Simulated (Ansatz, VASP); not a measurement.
W: VASP beside Ansatz

Contents of INCAR:

```
PREC = Accurate ; ENCUT = 520
EDIFF = 1E-8 ; ISMEAR = -1
SIGMA = 0.08 ; LREAL = False
LASPH = True ; NELM = 80
ALGO = Normal ; ISIF = 2
LWAVE = False ; LCHARG = False
GGA = PE ; LEFG = True
NBANDS = 13
```

Contents of KPOINTS:

```
regular mesh
0
Gamma
  14 14 14
```

POSCAR

```
W
1.0
   -1.5683871840      1.5922712528      1.5922712528
    1.5922712528     -1.5683871840      1.5922712528
    1.5922712528      1.5922712528     -1.5683871840
W
1
Direct
    0.0000000000      0.0000000000      0.0000000000
```

Input for Ansatz:

```yaml
crystal:
  lattice:
    - [-1.568387184, 1.5922712528, 1.5922712528]
    - [1.5922712528, -1.568387184, 1.5922712528]
    - [1.5922712528, 1.5922712528, -1.568387184]
  atoms:
    - { symbol: W, position: [0.0, 0.0, 0.0] }
kpoints:
  mp_grid: { grid: [14, 14, 14] }
scf:
  occupations: { method: fermi_dirac, width: 0.08 }
hamiltonian:
  xc: pbe
  pseudopotentials: { kind: all_electron, datasets: crystal }
output:
  forces: true
  stress: true
  eigenvalues: true
  efg: { contact_densities: true }
```

Change from the starting cell: equal xy, yz and zx shear strains of +1.5 %, crystal datasets.

Alike in both runs: task electric field gradients; functional PBE; k mesh 14 × 14 × 14; occupations fermi-dirac, width 0.08 eV; no spin polarisation.

|  | VASP | Ansatz |
| --- | --- | --- |
| version | VASP 6.6.1 | Ansatz 0.2.0 |
| potentials or method | VASP PAW PBE potentials, release 64 (W_sv), cutoff 520 eV | all-electron PAW with datasets made for the crystal, scalar-relativistic |

Ansatz gave:

```
pressure (GPa)                                                : 0.2
traceless stress, the component that is largest in VASP (GPa) : -2.03
size of Vzz on the site where it differs most (V/Å²)          : 1.1
```

**Question.** What did VASP give for the same quantities?

**Answer.** Pressure (GPa): 0.6; traceless stress, the component that is largest in VASP (GPa): -2.07; size of Vzz on the site where it differs most (V/Å²): 3.9.

Ansatz ran all-electron here, and VASP with PAW potentials.

Neither program's run includes spin-orbit coupling.
